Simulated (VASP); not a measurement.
# SiO2 (P4_2/mnm) in VASP: a series of runs

SiO2 is run at these levels: PBE, r2SCAN; tasks: electric field gradients, dielectric tensor.

Program: VASP 6.6.1. These are calculated values, not measurements. Logs are shortened: lines on timing, memory, paths and dates and some standing lists are left out, and cuts for length are marked.

## 1. The cell of the first run

Symmetry: P4_2/mnm, No. 136, tetragonal system. The conventional cell has a = 4.177 Å, b = 4.177 Å, c = 2.665 Å, α = 90.00°, β = 90.00°, γ = 90.00°. Si (site symmetry mmm) has 6 O at 1.76 to 1.80 Å within 2.3 Å. Within 2.3 Å of O (site symmetry m2m) lie 3 Si at 1.76 to 1.80 Å and 1 O at 2.30 Å.

## 2. Electric field gradients, PBE

The input, INCAR:

```
PREC     = Accurate       # precision mode
ENCUT    = 520            # plane-wave cutoff, eV
EDIFF    = 1E-8           # SCF threshold, eV
ISMEAR   = -1             # smearing method
SIGMA    = 0.02           # smearing width, eV
LREAL    = False          # projectors in reciprocal space
LASPH    = True           # aspherical terms in the spheres
NELM     = 80             # most SCF steps
ALGO     = Normal         # electronic algorithm
ISIF     = 2              # what is computed and relaxed
LWAVE    = False          # write WAVECAR
LCHARG   = False          # write CHGCAR
GGA      = PE             # functional
LEFG     = True         
NBANDS   = 25             # bands
```

The input, KPOINTS:

```
Automatic mesh
0
Gamma
  5 5 7
  0.5 0.5 0.5
```

The input, POSCAR:

```
SiO2
1.0
    4.1773000000      0.0000000000      0.0000000000
    0.0000000000      4.1773000000      0.0000000000
    0.0000000000      0.0000000000      2.6652000000
Si O
2 4
Direct
    0.0000000000      0.0000000000      0.0000000000
    0.5000000000      0.5000000000      0.5000000000
    0.3054889230      0.3054889230      0.0000000000
    0.1945110770      0.8054889230      0.5000000000
    0.6945110770      0.6945110770      0.0000000000
    0.8054889230      0.1945110770      0.5000000000
```

Potentials or basis: VASP PAW PBE potentials, release 64 (Si, O).

Started as:

```
$ cat potpaw_PBE.64/Si/POTCAR potpaw_PBE.64/O/POTCAR > POTCAR
$ mpirun -np 1 vasp_std > vasp.out
```

OUTCAR:

```text
PREC = Accurate
   ENCUT = 520
   EDIFF = 1E-8
   ISMEAR = -1
   LREAL = False
   LASPH = True
   NELM = 80
   ISIF = 2
   GGA = PE

 ion  position               nearest neighbor table
   1  0.000  0.000  0.000-   4 1.76   6 1.76   4 1.76   6 1.76   5 1.80   3 1.80
   2  0.500  0.500  0.500-   3 1.76   5 1.76   3 1.76   5 1.76   4 1.80   6 1.80
   3  0.305  0.305  0.000-   2 1.76   2 1.76   1 1.80
   4  0.195  0.805  0.500-   1 1.76   1 1.76   2 1.80
   5  0.695  0.695  0.000-   2 1.76   2 1.76   1 1.80
   6  0.805  0.195  0.500-   1 1.76   1 1.76   2 1.80

  LATTYP: Found a simple tetragonal cell.
 ALAT       =     4.1773000000
 C/A-ratio  =     0.6380197735

  Lattice vectors:

 A1 = (   4.1773000000,   0.0000000000,   0.0000000000)
 A2 = (   0.0000000000,   4.1773000000,   0.0000000000)
 A3 = (   0.0000000000,   0.0000000000,   2.6652000000)

Analysis of symmetry for initial positions (statically):
=====================================================================
 Subroutine PRICEL returns:
 Original cell was already a primitive cell.

 Routine SETGRP: Setting up the symmetry group for a
 simple tetragonal supercell.

 Subroutine GETGRP returns: Found 16 space group operations
 (whereof  8 operations were pure point group operations)
 out of a pool of 16 trial point group operations.

The static configuration has the point symmetry D_2h.
 The point group associated with its full space group is D_4h.

Analysis of symmetry for dynamics (positions and initial velocities):
=====================================================================
 Subroutine PRICEL returns:
 Original cell was already a primitive cell.

 Routine SETGRP: Setting up the symmetry group for a
 simple tetragonal supercell.

 Subroutine GETGRP returns: Found 16 space group operations
 (whereof  8 operations were pure point group operations)
 out of a pool of 16 trial point group operations.

The dynamic configuration has the point symmetry D_2h.
 The point group associated with its full space group is D_4h.

[... 156 lines left out ...]
 cond. band min:      14.4232050602   @ k =   0.1000   0.1000   0.0714
 fundamental gap:      6.3502280694
 Fermi energy:         8.5339785541

 k-point     1 :       0.1000    0.1000    0.0714
  band No.  band energies     occupation
      1     -14.1572      2.00000
      2     -11.1226      2.00000
      3     -10.7014      2.00000
      4     -10.1078      2.00000
      5      -2.4797      2.00000
      6       1.3601      2.00000
[... 661 lines left out ...]
     24      22.2911      0.00000
     25      23.9432      0.00000

------------------------ aborting loop because EDIFF is reached ----------------------------------------

  FORCE on cell =-STRESS in cart. coord.  units (eV):
  Direction    XX          YY          ZZ          XY          YZ          ZX
  --------------------------------------------------------------------------------------
  -------------------------------------------------------------------------------------
  Total        3.0068671      3.0068671      3.7030124     -0.0000000      0.0000000      0.0000000
  in kB      103.5866237    103.5866237    127.5688400     -0.0000000      0.0000000      0.0000000
  external PRESSURE =     111.5806958 kB  Pullay stress =       0.0000000 kB

 VOLUME and BASIS-vectors are now :
 -----------------------------------------------------------------------------
  energy-cutoff  :      520.00
  volume of cell :       46.51
      direct lattice vectors                 reciprocal lattice vectors
     4.177300000  0.000000000  0.000000000     0.239389079  0.000000000  0.000000000
     0.000000000  4.177300000  0.000000000     0.000000000  0.239389079  0.000000000
     0.000000000  0.000000000  2.665200000     0.000000000  0.000000000  0.375206363

 POSITION                                       TOTAL-FORCE (eV/Angst)
 -----------------------------------------------------------------------------------
      0.00000      0.00000      0.00000         0.000000      0.000000      0.000000
      2.08865      2.08865      1.33260         0.000000      0.000000      0.000000
      1.27612      1.27612      0.00000        -0.012085     -0.012085      0.000000
      0.81253      3.36477      1.33260         0.012085     -0.012085      0.000000
      2.90118      2.90118      0.00000         0.012085      0.012085     -0.000000
      3.36477      0.81253      1.33260        -0.012085      0.012085     -0.000000
 -----------------------------------------------------------------------------------
    total drift:                                0.000000      0.000000     -0.000000

  FREE ENERGIE OF THE ION-ELECTRON SYSTEM (eV)
  ---------------------------------------------------
  free  energy   TOTEN  =       -46.2548274697 eV

  energy  without entropy=      -46.2548274697  energy(sigma->0) =      -46.25482747

 Electric field gradients (V/A^2)
---------------------------------------------------------------------
 ion       V_xx      V_yy      V_zz      V_xy      V_xz      V_yz
---------------------------------------------------------------------
   1       8.190     8.190   -16.380    11.338     0.000    -0.000
   2       8.190     8.190   -16.380   -11.338     0.000    -0.000
   3     -23.210   -23.210    46.421    87.272    -0.000    -0.000
   4     -23.210   -23.210    46.421   -87.272    -0.000     0.000
   5     -23.210   -23.210    46.421    87.272    -0.000    -0.000
   6     -23.210   -23.210    46.421   -87.272    -0.000     0.000
---------------------------------------------------------------------

 Electric field gradients after diagonalization (V/A^2)
 (convention: |V_zz| > |V_xx| > |V_yy|)
----------------------------------------------------------------------
 ion       V_xx      V_yy      V_zz     asymmetry (V_yy - V_xx)/ V_zz
----------------------------------------------------------------------
   1     -16.380    -3.148    19.528       0.678
   2     -16.380    -3.148    19.528       0.678
   3      64.061    46.421  -110.482       0.160
   4      64.061    46.421  -110.482       0.160
   5      64.061    46.421  -110.482       0.160
   6      64.061    46.421  -110.482       0.160
----------------------------------------------------------------------

           NMR quadrupolar parameters

 Cq : quadrupolar parameter    Cq=e*Q*V_zz/h
 eta: asymmetry parameters     (V_yy - V_xx)/ V_zz
 Q  : nuclear electric quadrupole moment in mb (millibarn)
----------------------------------------------------------------------
 ion       Cq(MHz)       eta       Q (mb)
----------------------------------------------------------------------
   1       0.047       0.678       1.000
   2       0.047       0.678       1.000
   3      -0.267       0.160       1.000
   4      -0.267       0.160       1.000
   5      -0.267       0.160       1.000
   6      -0.267       0.160       1.000
----------------------------------------------------------------------
```

OSZICAR:

```text
N       E                     dE             d eps       ncg     rms          rms(c)
DAV:   1     0.129149522122E+03    0.12915E+03   -0.17534E+04  1216   0.123E+03
DAV:   2    -0.444000133342E+02   -0.17355E+03   -0.16701E+03  1481   0.279E+02
DAV:   3    -0.508565482962E+02   -0.64565E+01   -0.64267E+01  1617   0.515E+01
DAV:   4    -0.508981736640E+02   -0.41625E-01   -0.41613E-01  1390   0.475E+00
DAV:   5    -0.508985024192E+02   -0.32876E-03   -0.32871E-03  1626   0.397E-01    0.176E+01
DAV:   6    -0.461894388867E+02    0.47091E+01   -0.13155E+01  1538   0.245E+01    0.812E+00
DAV:   7    -0.462340886719E+02   -0.44650E-01   -0.83418E-01  1566   0.523E+00    0.294E+00
DAV:   8    -0.462480820810E+02   -0.13993E-01   -0.27652E-02  1504   0.142E+00    0.110E+00
DAV:   9    -0.462546446744E+02   -0.65626E-02   -0.99194E-03  1590   0.836E-01    0.264E-01
DAV:  10    -0.462548423322E+02   -0.19766E-03   -0.41115E-04  1471   0.147E-01    0.403E-02
DAV:  11    -0.462548265942E+02    0.15738E-04   -0.69421E-05  1615   0.602E-02    0.711E-03
DAV:  12    -0.462548273590E+02   -0.76482E-06   -0.46632E-06  1455   0.156E-02    0.310E-03
DAV:  13    -0.462548274750E+02   -0.11596E-06   -0.43890E-07  1559   0.474E-03    0.357E-03
DAV:  14    -0.462548274636E+02    0.11382E-07   -0.11722E-08  1135   0.767E-04    0.906E-04
DAV:  15    -0.462548274697E+02   -0.60418E-08   -0.72135E-09  1039   0.629E-04
   1 F= -.46254827E+02 E0= -.46254827E+02  d E =-.429246E-11
```

Wall time 22 s (1 thread of AMD EPYC 7R13 (Zen 3), shared host); peak memory 0.12 GiB.

Results:

```
Free energy                             : -46.2548 eV
Pressure                                : 11.2 GPa
Largest force                           : 0.017 eV/Å
Band gap on the k mesh                  : 6.35 eV
Largest electric field gradient by atom : Si +19.5; O -110.5 V/Å²
```

Forces on the atoms (eV/Å):
```
Si   0.000  0.000  0.000
Si   0.000  0.000  0.000
O   -0.012 -0.012  0.000
O    0.012 -0.012  0.000
O    0.012  0.012  0.000
O   -0.012  0.012  0.000
```

Stress tensor (GPa, compression positive):
```
10.36  0.00  0.00
 0.00 10.36  0.00
 0.00  0.00 12.76
```

Electric field gradients, principal values (V/Å²):
```csv
atom,least,middle,greatest (by size)
1 Si,-3.148,-16.380,19.528
2 Si,-3.148,-16.380,19.528
3 O,46.421,64.061,-110.482
4 O,46.421,64.061,-110.482
5 O,46.421,64.061,-110.482
6 O,46.421,64.061,-110.482
```

Caveat: the cell stands under pressure; without QUAD_EFG the Cq values of the log hold for a quadrupole moment of 1 mb, not for the nuclei; a shifted mesh leaves out Γ, where band edges can lie. A k mesh can miss the band edges.

## 3. Electric field gradients, r2SCAN

POSCAR is that of step 2.

The input, INCAR.step1:

```
SYSTEM = SiO2
ALGO = Normal ; EDIFF = 1E-4
ENCUT = 520 ; GGA = PE
ISMEAR = -4 ; LASPH = .True.
LCHARG = .False. ; LREAL = .False.
LWAVE = .True. ; NBANDS = 25
NELM = 80 ; PREC = Accurate
SIGMA = 0.1
```

The input, INCAR.step2:

```
SYSTEM = SiO2
ALGO = Normal ; EDIFF = 1E-8
ENCUT = 520 ; ISIF = 2
ISMEAR = -4 ; ISTART = 1
LASPH = .True. ; LCHARG = .False.
LEFG = .True. ; LMIXTAU = .True.
LREAL = .False. ; LWAVE = .False.
METAGGA = R2SCAN ; NBANDS = 25
NELM = 80 ; PREC = Accurate
SIGMA = 0.1
```

The input, KPOINTS:

```
k-points
0
Gamma
  5 5 7
  0 0 0
```

Potentials or basis: VASP PAW PBE potentials, release 64 (Si, O).

Started as:

```
$ cat potpaw_PBE.64/Si/POTCAR potpaw_PBE.64/O/POTCAR > POTCAR
$ cp INCAR.step1 INCAR
$ mpirun -np 1 vasp_std > vasp.out
$ cp INCAR.step2 INCAR
$ mpirun -np 1 vasp_std > vasp.out
```

OUTCAR:

```text
SYSTEM = SiO2
   EDIFF = 1E-8
   ENCUT = 520
   ISIF = 2
   ISMEAR = -4
   ISTART = 1
   LASPH = .True.
   LREAL = .False.
   METAGGA = R2SCAN
   NELM = 80
   PREC = Accurate

 ion  position               nearest neighbor table
   1  0.000  0.000  0.000-   4 1.76   6 1.76   4 1.76   6 1.76   5 1.80   3 1.80
   2  0.500  0.500  0.500-   3 1.76   5 1.76   3 1.76   5 1.76   4 1.80   6 1.80
   3  0.305  0.305  0.000-   2 1.76   2 1.76   1 1.80
   4  0.195  0.805  0.500-   1 1.76   1 1.76   2 1.80
   5  0.695  0.695  0.000-   2 1.76   2 1.76   1 1.80
   6  0.805  0.195  0.500-   1 1.76   1 1.76   2 1.80

  LATTYP: Found a simple tetragonal cell.
 ALAT       =     4.1773000000
 C/A-ratio  =     0.6380197735

  Lattice vectors:

 A1 = (   4.1773000000,   0.0000000000,   0.0000000000)
 A2 = (   0.0000000000,   4.1773000000,   0.0000000000)
 A3 = (   0.0000000000,   0.0000000000,   2.6652000000)

Analysis of symmetry for initial positions (statically):
=====================================================================
 Subroutine PRICEL returns:
 Original cell was already a primitive cell.

 Routine SETGRP: Setting up the symmetry group for a
 simple tetragonal supercell.

 Subroutine GETGRP returns: Found 16 space group operations
 (whereof  8 operations were pure point group operations)
 out of a pool of 16 trial point group operations.

The static configuration has the point symmetry D_2h.
 The point group associated with its full space group is D_4h.
[... 856 lines left out ...]
  -------------------------------------------------------------------------------------
  Total        0.3738155      0.3738155      0.8109150      0.0000000      0.0000000      0.0000000
  in kB       12.8779510     12.8779510     27.9360360      0.0000000      0.0000000      0.0000000
  external PRESSURE =      17.8973127 kB  Pullay stress =       0.0000000 kB

 VOLUME and BASIS-vectors are now :
 -----------------------------------------------------------------------------
  energy-cutoff  :      520.00
  volume of cell :       46.51
      direct lattice vectors                 reciprocal lattice vectors
     4.177300000  0.000000000  0.000000000     0.239389079  0.000000000  0.000000000
     0.000000000  4.177300000  0.000000000     0.000000000  0.239389079  0.000000000
     0.000000000  0.000000000  2.665200000     0.000000000  0.000000000  0.375206363

 POSITION                                       TOTAL-FORCE (eV/Angst)
 -----------------------------------------------------------------------------------
      0.00000      0.00000      0.00000         0.000000      0.000000      0.000000
      2.08865      2.08865      1.33260         0.000000      0.000000      0.000000
      1.27612      1.27612      0.00000         0.043687      0.043687     -0.000000
      0.81253      3.36477      1.33260        -0.043687      0.043687      0.000000
      2.90118      2.90118      0.00000        -0.043687     -0.043687      0.000000
      3.36477      0.81253      1.33260         0.043687     -0.043687      0.000000
 -----------------------------------------------------------------------------------
    total drift:                                0.000000      0.000000     -0.000000

  FREE ENERGIE OF THE ION-ELECTRON SYSTEM (eV)
  ---------------------------------------------------
  free  energy   TOTEN  =       -58.7830920326 eV

  energy  without entropy=      -58.7830920326  energy(sigma->0) =      -58.78309203

 Electric field gradients (V/A^2)
---------------------------------------------------------------------
 ion       V_xx      V_yy      V_zz      V_xy      V_xz      V_yz
---------------------------------------------------------------------
   1       8.204     8.204   -16.408    11.479     0.000    -0.000
   2       8.204     8.204   -16.408   -11.479     0.000    -0.000
   3     -23.409   -23.409    46.817    87.217    -0.000    -0.000
   4     -23.409   -23.409    46.817   -87.217    -0.000     0.000
   5     -23.409   -23.409    46.817    87.217    -0.000    -0.000
   6     -23.409   -23.409    46.817   -87.217    -0.000     0.000
---------------------------------------------------------------------

 Electric field gradients after diagonalization (V/A^2)
 (convention: |V_zz| > |V_xx| > |V_yy|)
----------------------------------------------------------------------
 ion       V_xx      V_yy      V_zz     asymmetry (V_yy - V_xx)/ V_zz
----------------------------------------------------------------------
   1     -16.408    -3.275    19.683       0.667
   2     -16.408    -3.275    19.683       0.667
   3      63.809    46.817  -110.626       0.154
   4      63.809    46.817  -110.626       0.154
   5      63.809    46.817  -110.626       0.154
   6      63.809    46.817  -110.626       0.154
----------------------------------------------------------------------

           NMR quadrupolar parameters

 Cq : quadrupolar parameter    Cq=e*Q*V_zz/h
 eta: asymmetry parameters     (V_yy - V_xx)/ V_zz
 Q  : nuclear electric quadrupole moment in mb (millibarn)
----------------------------------------------------------------------
 ion       Cq(MHz)       eta       Q (mb)
----------------------------------------------------------------------
   1       0.048       0.667       1.000
   2       0.048       0.667       1.000
   3      -0.267       0.154       1.000
   4      -0.267       0.154       1.000
   5      -0.267       0.154       1.000
   6      -0.267       0.154       1.000
----------------------------------------------------------------------
```

Wall time 1.7 min (1 thread of AMD EPYC 7R13 (Zen 3), shared host); peak memory 0.13 GiB.

What came out:

* Free energy: -58.7831 eV
* Pressure: 1.8 GPa
* Largest force: 0.062 eV/Å
* Band gap on the k mesh: 6.58 eV
* Largest electric field gradient by atom: Si +19.7; O -110.6 V/Å²

Forces in eV/Å, atoms in the order of the input:
```
Si   0.000  0.000  0.000
Si   0.000  0.000  0.000
O    0.044  0.044  0.000
O   -0.044  0.044  0.000
O   -0.044 -0.044  0.000
O    0.044 -0.044  0.000
```

Electric field gradients, principal values (V/Å²):
| atom | least | middle | greatest (by size) |
| --- | --- | --- | --- |
| 1 Si | -3.275 | -16.408 | 19.683 |
| 2 Si | -3.275 | -16.408 | 19.683 |
| 3 O | 46.817 | 63.809 | -110.626 |
| 4 O | 46.817 | 63.809 | -110.626 |
| 5 O | 46.817 | 63.809 | -110.626 |
| 6 O | 46.817 | 63.809 | -110.626 |

Caveat: without QUAD_EFG the Cq values of the log hold for a quadrupole moment of 1 mb, not for the nuclei; the PAW data sets were made with another functional, which shifts forces and pressure a little.

(Continued in part 2 of 2.)
